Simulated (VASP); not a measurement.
Al2B2As, 5 atoms in the cell. Symmetry: P4/mmm, No. 123, tetragonal system. Conventional cell: a = 3.549 Å, b = 3.549 Å, c = 5.767 Å, α = 90.00°, β = 90.00°, γ = 90.00°. Within 3.5 Å of Al (site symmetry 4/mmm) lie 8 B at 2.62 Å and 2 As at 2.88 Å. Al (site symmetry 4/mmm) has 2 B at 2.12 Å and 4 As at 2.51 Å within 2.8 Å. Within 2.0 Å of B (site symmetry 4mm) lie 1 B at 1.53 Å. Within 3.3 Å of As (site symmetry 4/mmm) lie 6 Al at 2.51 to 2.88 Å and 8 B at 3.28 Å. 

```yaml
Program: VASP 6.6.1
Task: single point
Functional: PBE
Potentials_or_basis: VASP PAW PBE potentials, release 64 (Al, B, As)
Cutoff: 520 eV
k_mesh: 10 × 10 × 8
Occupations: gaussian, width 0.1 eV
Spin: no spin polarisation
Dipole_correction: no
Further_INCAR_settings: ALGO = Normal; EDIFF = 1e-06; NBANDS = 16
```

Potentials or basis: VASP PAW PBE potentials, release 64 (Al, B, As).

The run is started by

```sh
$ cat potpaw_PBE.64/Al/POTCAR potpaw_PBE.64/B/POTCAR potpaw_PBE.64/As/POTCAR > POTCAR
$ mpirun -np 1 vasp_std > vasp.out
```

Hardware: 1 thread of Intel Xeon 6975P-C, with other jobs on the host.

Task: How long does it take, and how much memory?

Result: It took 2.1 min on 1 thread of Intel Xeon 6975P-C (shared host), peak memory 0.27 GiB. Counts: scf iterations 13, k points 105.
